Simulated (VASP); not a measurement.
Set up this calculation in VASP 6.6.1, as the native input.

| Quantity | Value |
| --- | --- |
| Task | single point |
| Functional | PBEsol |
| Dispersion | D3(BJ) |
| Potentials or basis | VASP PAW PBE potentials, release 64 (Sn_d) |
| Cutoff | 520 eV |
| k mesh | 20 × 20 × 20 |
| Occupations | gaussian, width 0.15 eV |
| Spin | no spin polarisation |
| Dipole correction | no |
| Further INCAR settings | ALGO = Fast; EDIFF = 1e-06; NBANDS = 13 |

The structure of Sn lies in POSCAR:

```
Sn
1.0
   -1.7359942956      1.7359942956      2.2567925842
    1.7359942956     -1.7359942956      2.2567925842
    1.7359942956      1.7359942956     -2.2567925842
Sn
1
Direct
    0.0000000000      0.0000000000      0.0000000000
```

This cell differs from its parent crystal: ratio of the length along z to the lengths across it x 1.3, volume and fractional coordinates fixed.

One way to write it, as run:

INCAR

```
PREC     = Accurate       # precision mode
ENCUT    = 520            # plane-wave cutoff, eV
EDIFF    = 1E-6           # SCF threshold, eV
ISMEAR   = 0              # smearing method
SIGMA    = 0.15           # smearing width, eV
LREAL    = F              # projectors in reciprocal space
LASPH    = T              # aspherical terms in the spheres
NELM     = 100            # most SCF steps
ALGO     = Fast           # electronic algorithm
ISIF     = 2              # what is computed and relaxed
LWAVE    = F              # write WAVECAR
LCHARG   = F              # write CHGCAR
GGA      = PS             # functional
IVDW     = 12             # dispersion correction
NBANDS   = 13             # bands
```

KPOINTS

```
Automatic mesh
0
Gamma
  20 20 20
```

Potentials or basis: VASP PAW PBE potentials, release 64 (Sn_d).

Run with:

```bash
$ cat potpaw_PBE.64/Sn_d/POTCAR > POTCAR
$ mpirun -np 1 vasp_std > vasp.out
```

Results of the run:

```yaml
Pressure: -3.8 GPa
Band_gap_on_the_k_mesh: zero (bands 7 and 8 overlap by 9.72 eV)
Dispersion_energy_per_atom: -0.389 eV
```

Caveat: the cell stands under tension; the PAW data sets were made with another functional, which shifts forces and pressure a little; spin-orbit coupling is left out, which moves the levels of the heavy elements.

It took 4 min on 1 thread of Intel Xeon 8259CL, on a shared host, peak memory 0.34 GiB.
